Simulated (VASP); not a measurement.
# Ti: single point with PBEsol

Crystal: Ti.

```
Ti
1.0
    -1.58472    1.58472    1.47062
     1.58472   -1.58472    1.47062
     1.58472    1.58472   -1.47062
Ti
1
Direct
  0.00000 0.00000 0.00000
```

This cell differs from its parent crystal: volume 14.773 Å^3 an atom, c/a of the conventional cell 0.9280.

```json
{
 "Program": "VASP 6.6.1",
 "Task": "single point",
 "Functional": "PBEsol",
 "Potentials or basis": "VASP PAW PBE potentials, release 64 (Ti_sv)",
 "Cutoff": "520 eV",
 "k mesh": "22 × 22 × 22",
 "Occupations": "gaussian, width 0.15 eV",
 "Spin": "no spin polarisation"
}
```

The pressure is 15.0 GPa. The band gap on the k mesh is zero (band 6 reaches 10.78 eV, above the bottom of band 7 at 8.99 eV).

Stress tensor (GPa, compression positive):
```
15.78  0.00  0.00
 0.00 15.78  0.00
 0.00  0.00 13.46
```

Levels at points of the mesh, in eV from the Fermi level:
```tsv
k point	band 3	band 4	band 5	band 6	band 7	band 8	band 9	band 10
(0.00, 0.00, 0.00)	-31.74	-31.74	-6.28	0.66	1.35	1.35	2.78	3.61
(0.50, 0.00, 0.00)	-32.10	-31.79	-2.94	-0.88	1.97	3.27	4.06	5.20
(0.50, 0.50, 0.00)	-32.03	-31.72	-2.87	-0.08	1.35	2.73	3.47	5.13
(0.50, 0.50, 0.50)	-32.55	-32.38	-2.86	-2.62	4.71	4.71	4.88	9.03
```

Wall time 2 min on 1 thread of Intel(R) Xeon(R) Platinum 8559C (Emerald Rapids), with other jobs on the host, peak memory 0.24 GiB.

Caveat: the PAW data sets were made with another functional, which shifts forces and pressure a little.
